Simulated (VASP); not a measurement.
# HoS4 (P6/mmm) in VASP: further runs

Runs on HoS4. Level: PBE. Tasks: single point, relaxation of cell and atoms.

Everything below comes from runs of VASP 6.6.1. Logs are shortened: lines on timing, memory, paths and dates and some standing lists are left out, and cuts for length are marked.

## (1) The cell of the first run

Symmetry: P6/mmm, No. 191, hexagonal system. The conventional cell has a = 4.830 Å, b = 4.830 Å, c = 5.718 Å, α = 90.00°, β = 90.00°, γ = 120.00°. Ho (site symmetry 6/mmm) has 8 S at 2.41 to 2.86 Å within 3.2 Å. Within 3.2 Å of S (site symmetry mmm) lie 4 S at 2.41 Å and 2 Ho at 2.41 Å. Within 3.8 Å of S (site symmetry 6/mmm) lie 2 Ho at 2.86 Å and 12 S at 3.74 Å.

The cell was generated, and may not be a known phase.

## (2) Single point, PBE

The input, INCAR:

```
SYSTEM = HoS4
PREC     = Accurate       ! precision mode
ENCUT    = 500            ! plane-wave cutoff, eV
EDIFF    = 1E-6           ! SCF threshold, eV
ISMEAR   = 0              ! smearing method
SIGMA    = 0.1            ! smearing width, eV
LREAL    = .FALSE.        ! projectors in reciprocal space
LASPH    = .TRUE.         ! aspherical terms in the spheres
NELM     = 200            ! most SCF steps
ALGO     = Normal         ! electronic algorithm
ISIF     = 2              ! what is computed and relaxed
LWAVE    = .FALSE.        ! write WAVECAR
LCHARG   = .TRUE.         ! write CHGCAR
GGA      = PE             ! functional
LELF     = .TRUE.         ! ELF
LVHAR    = .TRUE.       
NBANDS   = 24             ! bands
GGA_COMPAT= .FALSE.      
LMAXMIX  = 6              ! l up to which the mixer works
```

The input, KPOINTS:

```
regular mesh
0
G
  6 6 4
  0 0 0
```

The input, POSCAR:

```
HoS4
1.0
    4.8296487500      0.0000000000      0.0000000000
   -2.4148243800      4.1825985100      0.0000000000
    0.0000000000      0.0000000000      5.7181083600
Ho S
1 4
Direct
    0.0000000000      0.0000000000      0.5000000000
    0.5000000000      0.0000000000      0.5000000000
    0.0000000000      0.5000000000      0.5000000000
    0.5000000000      0.5000000000      0.5000000000
    0.0000000000      0.0000000000      0.0000000000
```

Potentials or basis: VASP PAW PBE potentials, release 64 (Ho_3, S), 4f in core.

Command:

```bash
> cat potpaw_PBE.64/Ho_3/POTCAR potpaw_PBE.64/S/POTCAR > POTCAR
> mpirun -np 1 vasp_std > vasp.out
```

OUTCAR:

```text
SYSTEM = HoS4
   PREC = Accurate
   ENCUT = 500
   EDIFF = 1E-6
   ISMEAR = 0
   LREAL = .FALSE.
   LASPH = .TRUE.
   NELM = 200
   ISIF = 2
   GGA = PE

 ion  position               nearest neighbor table
   1  0.000  0.000  0.500-   4 2.41   4 2.41   2 2.41   2 2.41   3 2.41   3 2.41   5 2.86   5 2.86

   2  0.500  0.000  0.500-   3 2.41   3 2.41   1 2.41   1 2.41   4 2.41   4 2.41
   3  0.000  0.500  0.500-   2 2.41   2 2.41   4 2.41   4 2.41   1 2.41   1 2.41
   4  0.500  0.500  0.500-   1 2.41   1 2.41   3 2.41   3 2.41   2 2.41   2 2.41
   5  0.000  0.000  0.000-   1 2.86   1 2.86

  LATTYP: Found a hexagonal cell.
 ALAT       =     4.8296487500
 C/A-ratio  =     1.1839594670

  Lattice vectors:

 A1 = (   4.8296487500,   0.0000000000,   0.0000000000)
 A2 = (  -2.4148243800,   4.1825985100,   0.0000000000)
 A3 = (   0.0000000000,   0.0000000000,   5.7181083600)

Analysis of symmetry for initial positions (statically):
=====================================================================
 Subroutine PRICEL returns:
 Original cell was already a primitive cell.

 Routine SETGRP: Setting up the symmetry group for a
 hexagonal supercell.

 Subroutine GETGRP returns: Found 24 space group operations
 (whereof 24 operations were pure point group operations)
 out of a pool of 24 trial point group operations.

The static configuration has the point symmetry D_6h.

Analysis of symmetry for dynamics (positions and initial velocities):
=====================================================================
 Subroutine PRICEL returns:
 Original cell was already a primitive cell.

 Routine SETGRP: Setting up the symmetry group for a
 hexagonal supercell.

 Subroutine GETGRP returns: Found 24 space group operations
 (whereof 24 operations were pure point group operations)
 out of a pool of 24 trial point group operations.

The dynamic configuration has the point symmetry D_6h.

 Subroutine INISYM returns: Found 24 space group operations
 (whereof 24 operations are pure point group operations),
 and found     1 'primitive' translations

----------------------------------------------------------------------------------------

                                     Primitive cell

  volume of cell :     115.5085

[... 88 lines left out ...]
   ENCUT  =  500.0 eV  36.75 Ry    6.06 a.u.   8.81  8.81 10.43*2*pi/ulx,y,z
   NELM   =    200;   NELMIN=  2; NELMDL= -5     # of ELM steps
   EDIFF  = 0.1E-05   stopping-criterion for ELM
   LREAL  =      F    real-space projection
   EDIFFG = 0.1E-04   stopping-criterion for IOM
   NSW    =      0    number of steps for IOM
   IBRION =     -1    ionic relax: 0-MD 1-quasi-New 2-CG
   NFREE  =      0    steps in history (QN), initial steepest desc. (CG)
   ISIF   =      2    stress and relaxation
   ISYM   =      2    0-nonsym 1-usesym 2-fastsym
   POTIM  = 0.5000    time-step for ionic-motion
   TEBEG  =    0.0;   TEEND  =   0.0 temperature during run
   PSTRESS=    0.0 pullay stress
   NELECT =      33.0000    total number of electrons
   NUPDOWN=      -1.0000    fix difference up-down
   EMIN   =  10.00;   EMAX   =-10.00  energy-range for DOS
   EFERMI =   0.00;   METHOD = LEGACY
   ISMEAR =     0;   SIGMA  =   0.10  broadening in eV -4-tet -1-fermi 0-gaus
   EFERMI_NEDOS =   21; number of points for ismear=-14 and -15
   IALGO  =     38    algorithm
   IMIX   =      4    mixing-type and parameters
     AMIX     =   0.40;   BMIX     =  1.00
     AMIX_MAG =   1.60;   BMIX_MAG =  1.00
  volume/ion in A,a.u.               =      23.10       155.90
  Fermi-wavevector in a.u.,A,eV,Ry     =   1.078222  2.037544 15.817620  1.162562
  Thomas-Fermi vector in A             =   2.214155
   LORBIT       =      0    0 simple, 1 ext, 2 COOP (PROOUT), +10 PAW based schemes
   GGA     = PE    functional components
   LHFCALC =     F    Hartree Fock is set to
   AEXX    =    0.0000 exact exchange contribution
   IVDW    =     0    specifies the selected vdW correction
   LEPSILON=     F    determine dielectric tensor
   LRPA    =     F    only Hartree local field effects (RPA)
 non-spin polarized calculation
 Gauss-broadening in eV      SIGMA  =   0.10
  energy-cutoff  :      500.00
  volume of cell :      115.51
 maximum number of plane-waves:      2967
 NGX is ok and might be reduce to    36
   NGX = 17   NGY = 17   NGZ = 21

 number of electron      33.0000001 magnetization

 Free energy of the ion-electron system (eV)
  ---------------------------------------------------
  ext. energy  EPLUGINS =         0.00000000
  ---------------------------------------------------
  free energy    TOTEN  =       -19.67405172 eV

  energy without entropy =      -19.61835365  energy(sigma->0) =      -19.64620268

 E-fermi :   2.5291     XC(G=0):  -8.9423

 val. band max:        2.5019390891   @ k =   0.3333   0.1667   0.5000
 cond. band min:       2.5364034511   @ k =   0.3333   0.3333   0.5000
 fundamental gap:      0.0344643620
 Fermi energy:         2.5291293218

 k-point     1 :       0.0000    0.0000    0.0000
  band No.  band energies     occupation
      1     -20.3148      2.00000
      2     -20.3148      2.00000
      3     -19.5773      2.00000
      4     -13.8599      2.00000
      5      -8.8448      2.00000
      6      -8.8448      2.00000
[... 556 lines left out ...]
     23       9.9945      0.00000
     24      10.7806      0.00000

------------------------ aborting loop because EDIFF is reached ----------------------------------------

  FORCE on cell =-STRESS in cart. coord.  units (eV):
  Direction    XX          YY          ZZ          XY          YZ          ZX
  --------------------------------------------------------------------------------------
  -------------------------------------------------------------------------------------
  Total       24.4315528     24.4315528     -3.6171217     -0.0000000     -0.0000000      0.0000000
  in kB      338.8812549    338.8812550    -50.1717900     -0.0000004     -0.0000000      0.0000000
  external PRESSURE =     209.1969066 kB  Pullay stress =       0.0000000 kB

 VOLUME and BASIS-vectors are now :
 -----------------------------------------------------------------------------
  energy-cutoff  :      500.00
  volume of cell :      115.51
      direct lattice vectors                 reciprocal lattice vectors
     4.829648750  0.000000000  0.000000000     0.207054395  0.119542911  0.000000000
    -2.414824380  4.182598510  0.000000000     0.000000000  0.239085821  0.000000000
     0.000000000  0.000000000  5.718108360     0.000000000  0.000000000  0.174883010

 POSITION                                       TOTAL-FORCE (eV/Angst)
 -----------------------------------------------------------------------------------
      0.00000      0.00000      2.85905        -0.000000      0.000000      0.000000
      2.41482      0.00000      2.85905         0.000000      0.000000      0.000000
     -1.20741      2.09130      2.85905         0.000000      0.000000      0.000000
      1.20741      2.09130      2.85905        -0.000000      0.000000      0.000000
      0.00000      0.00000      0.00000        -0.000000      0.000000      0.000000
 -----------------------------------------------------------------------------------
    total drift:                               -0.000000     -0.000000      0.000000

  FREE ENERGIE OF THE ION-ELECTRON SYSTEM (eV)
  ---------------------------------------------------
  free  energy   TOTEN  =       -19.6740517239 eV

  energy  without entropy=      -19.6183536455  energy(sigma->0) =      -19.64620268
```

OSZICAR:

```text
N       E                     dE             d eps       ncg     rms          rms(c)
DAV:   1     0.262042717664E+03    0.26204E+03   -0.12722E+04  1040   0.116E+03
DAV:   2     0.446361903298E+01   -0.25758E+03   -0.24263E+03  1656   0.357E+02
DAV:   3    -0.195333821920E+02   -0.23997E+02   -0.22999E+02  1664   0.951E+01
DAV:   4    -0.200797846782E+02   -0.54640E+00   -0.53441E+00  1296   0.133E+01
DAV:   5    -0.201172247983E+02   -0.37440E-01   -0.37415E-01  1824   0.430E+00    0.507E+01
DAV:   6    -0.199224129276E+02    0.19481E+00   -0.11661E+00  1560   0.434E+00    0.303E+01
DAV:   7    -0.210079021178E+02   -0.10855E+01   -0.43100E+00  1544   0.742E+00    0.527E+00
DAV:   8    -0.196872269271E+02    0.13207E+01   -0.15829E+00  1408   0.554E+00    0.143E+00
DAV:   9    -0.197234462278E+02   -0.36219E-01   -0.61067E-01  1432   0.227E+00    0.157E+00
DAV:  10    -0.196737929545E+02    0.49653E-01   -0.54100E-02  1432   0.118E+00    0.324E-01
DAV:  11    -0.196739831428E+02   -0.19019E-03   -0.38683E-03  1240   0.301E-01    0.150E-01
DAV:  12    -0.196740023011E+02   -0.19158E-04   -0.56068E-04  1776   0.121E-01    0.644E-02
DAV:  13    -0.196740292348E+02   -0.26934E-04   -0.66614E-05  1360   0.394E-02    0.244E-02
DAV:  14    -0.196740524207E+02   -0.23186E-04   -0.18082E-05  1272   0.218E-02    0.202E-02
DAV:  15    -0.196740539495E+02   -0.15288E-05   -0.12767E-05  1360   0.151E-02    0.155E-02
DAV:  16    -0.196740517201E+02    0.22294E-05   -0.30503E-06  1088   0.807E-03    0.451E-03
DAV:  17    -0.196740517239E+02   -0.37976E-08   -0.28928E-07   904   0.635E-03
   1 F= -.19674052E+02 E0= -.19646203E+02  d E =-.556981E-01
```

stdout:

```text
POSCAR found type information on POSCAR HoS
 POSCAR found :  2 types and       5 ions
 scaLAPACK will be used
 LDA part: xc-table for (Slater+PW92), standard interpolation
 POSCAR, INCAR and KPOINTS ok, starting setup
 FFT: planning ... GRIDC
 FFT: planning ... GRID_SOFT
 FFT: planning ... GRID
 WAVECAR not read
 entering main loop
```

Run time: 74 s. Hardware: 1 thread of Intel Xeon Platinum 8488C (Sapphire Rapids), shared host; peak memory 0.24 GiB.

What came out:

```yaml
Free_energy: -19.6741 eV
Pressure: 20.9 GPa
Band_gap_on_the_k_mesh: zero (an odd number of electrons rules out a gap without spin polarisation)
```

Levels at points of the mesh, in eV from the Fermi level:
| k point | band 14 | band 15 | band 16 | band 17 | band 18 | band 19 | band 20 | band 21 |
| --- | --- | --- | --- | --- | --- | --- | --- | --- |
| (0.00, 0.00, 0.00) | -0.35 | -0.03 | -0.03 | 2.27 | 2.29 | 2.29 | 3.88 | 4.55 |
| (0.50, 0.00, 0.00) | -1.22 | -1.22 | -0.70 | -0.43 | -0.12 | 4.00 | 4.60 | 4.69 |
| (0.00, 0.00, 0.50) | -0.53 | -0.45 | -0.45 | 2.27 | 3.44 | 3.44 | 4.31 | 5.17 |
| (0.50, 0.00, 0.50) | -1.83 | -1.74 | -1.15 | -0.07 | 0.45 | 4.00 | 5.18 | 5.47 |

Caveat: the stress differs along the axes, from -5 to 34 GPa; spin-orbit coupling is left out, which moves the levels of the heavy elements; the 4f electrons are frozen in the core, so they carry no moment and show no levels; the run has no spin polarisation, though such a crystal can be magnetic. Spin polarisation is off, so any magnetic state and its effect on volume and gap are missing.

## (3) Single point, PBE

This run uses another cell than the first one, of 27.05 Å³/atom.

The input, INCAR:

```
  ALGO = Normal
  EDIFF = 1E-6
  ENCUT = 500
  GGA = PE
  GGA_COMPAT = False
  ISIF = 2
  ISMEAR = 0
  LASPH = True
  LCHARG = False
  LMAXMIX = 6
  LREAL = False
  LWAVE = False
  NBANDS = 24
  NELM = 200
  PREC = Accurate
  SIGMA = 0.1
```

The input, KPOINTS:

```
k-points
0
Gamma
  6 6 4
```

Changes to POSCAR since step 2:

```diff
@@ -2,5 +2,5 @@
 1.0
-    4.8296487500      0.0000000000      0.0000000000
-   -2.4148243800      4.1825985100      0.0000000000
-    0.0000000000      0.0000000000      5.7181083600
+    5.4246932527      0.0000000032      0.0000000000
+   -2.7123466291      4.6979221629      0.0000000000
+    0.0000000000      0.0000000000      5.3068444464
 Ho S
```

Potentials or basis: VASP PAW PBE potentials, release 64 (Ho_3, S), 4f in core.

Command:

```bash
> cat potpaw_PBE.64/Ho_3/POTCAR potpaw_PBE.64/S/POTCAR > POTCAR
> mpirun -np 1 vasp_std > vasp.out
```

It took 1.8 min on 1 thread of Intel Xeon Platinum 8488C (Sapphire Rapids), shared host; peak memory 0.26 GiB.

Results (log left out):

```
Free energy            : -22.3851 eV
Pressure               : 0.1 GPa
Band gap on the k mesh : zero (an odd number of electrons rules out a gap without spin polarisation)
```

Stress tensor (GPa, compression positive):
```
0.13 0.00 0.00
0.00 0.13 0.00
0.00 0.00 0.01
```

Levels at points of the mesh, in eV from the Fermi level:
```csv
k point,band 13,band 14,band 15,band 16,band 17,band 18,band 19,band 20
"(0.00, 0.00, 0.00)",-0.24,-0.24,-0.18,-0.18,1.19,2.86,2.86,3.16
"(0.50, 0.00, 0.00)",-1.66,-1.38,-0.60,-0.56,-0.32,-0.16,2.46,3.96
"(0.00, 0.00, 0.50)",-0.88,-0.88,-0.36,-0.36,1.19,3.14,3.14,4.16
"(0.50, 0.00, 0.50)",-1.61,-1.54,-1.48,-1.38,0.16,0.40,2.46,4.74
```

Caveat: spin-orbit coupling is left out, which moves the levels of the heavy elements; the 4f electrons are frozen in the core, so they carry no moment and show no levels; the run has no spin polarisation, though such a crystal can be magnetic.

## (4) Relaxation of cell and atoms, PBE

The input, INCAR:

```
SYSTEM = HoS4
PREC = Accurate
ENCUT = 500
EDIFF = 1E-7
ISMEAR = 0
SIGMA = 0.1
LREAL = .FALSE.
LASPH = .TRUE.
NELM = 200
ALGO = Normal
ISIF = 3
LWAVE = .FALSE.
LCHARG = .FALSE.
GGA = PE
IBRION = 2
NSW = 90
EDIFFG = -0.04
GGA_COMPAT = .FALSE.
NELMIN = 4
LMAXMIX = 6
```

The input, KPOINTS:

```
Automatic mesh
0
G
  6 6 4
  0 0 0
```

Changes to POSCAR since step 3:

```diff
@@ -2,5 +2,5 @@
 1.0
-    5.4246932527      0.0000000032      0.0000000000
-   -2.7123466291      4.6979221629      0.0000000000
-    0.0000000000      0.0000000000      5.3068444464
+    4.8296487500      0.0000000000      0.0000000000
+   -2.4148243800      4.1825985100      0.0000000000
+    0.0000000000      0.0000000000      5.7181083600
 Ho S
```

Command:

```bash
> cat potpaw_PBE.64/Ho_3/POTCAR potpaw_PBE.64/S/POTCAR > POTCAR
> mpirun -np 1 vasp_std > vasp.out
```

Wall time 5.1 min (1 thread of Intel Xeon Platinum 8488C (Sapphire Rapids), shared host); peak memory 0.26 GiB.

It converged, with:

```yaml
Free_energy: -22.3790 eV
Relaxed_volume: 27.17 Å³/atom
Relaxed_cell: a = 5.430 Å, b = 5.430 Å, c = 5.318 Å, α = 90.00°, β = 90.00°, γ = 120.00°
Space_group_after_relaxing_to_0.1_Å: P6/mmm (No. 191)
Energy_gained_by_relaxing: 541.0 meV/atom
Ionic_steps: 6
Pressure_after_relaxing: -0.1 GPa
Band_gap_on_the_k_mesh: zero (an odd number of electrons rules out a gap without spin polarisation)
```

Stress tensor (GPa, compression positive):
```
-0.06  0.00  0.00
 0.00 -0.06  0.00
 0.00  0.00 -0.22
```

Step by step:
| step | energy change (eV) | largest force (eV/Å) | pressure (GPa) | volume (Å³) |
| --- | --- | --- | --- | --- |
| 1 | 0.0000 | 0.0000 | 20.92 | 115.51 |
| 2 | -1.5821 | 0.0000 | -7.36 | 170.21 |
| 3 | -2.5837 | 0.0000 | -1.90 | 143.83 |
| 4 | -2.5839 | 0.0000 | -1.67 | 143.24 |
| 5 | -2.6880 | 0.0000 | -0.73 | 138.26 |
| 6 | -2.7049 | 0.0000 | -0.11 | 135.83 |

Final structure:
```xyz
5
Lattice="5.4305 0.0000 0.0000 -2.7152 4.7029 0.0000 0.0000 0.0000 5.3185" Properties=species:S:1:pos:R:3 pbc="T T T"
Ho    0.0000    0.0000    2.6592
S     2.7152    0.0000    2.6592
S    -1.3576    2.3515    2.6592
S     1.3576    2.3515    2.6592
S     0.0000    0.0000    0.0000
```

Levels at points of the mesh, in eV from the Fermi level:
```csv
k point,band 13,band 14,band 15,band 16,band 17,band 18,band 19,band 20
"(0.00, 0.00, 0.00)",-0.24,-0.24,-0.17,-0.17,1.18,2.86,2.86,3.14
"(0.50, 0.00, 0.00)",-1.66,-1.38,-0.60,-0.56,-0.33,-0.16,2.44,3.95
"(0.00, 0.00, 0.50)",-0.87,-0.87,-0.36,-0.36,1.18,3.13,3.13,4.15
"(0.50, 0.00, 0.50)",-1.61,-1.53,-1.47,-1.37,0.16,0.40,2.45,4.73
```

Caveat: the volume moved by over 15 % at a fixed basis, so the end points are rough; spin-orbit coupling is left out, which moves the levels of the heavy elements; the 4f electrons are frozen in the core, so they carry no moment and show no levels; the run has no spin polarisation, though such a crystal can be magnetic.

(Continued in part 2 of 2.)

The gap in the log of VASP goes by the Fermi energy; the results here count the filled bands.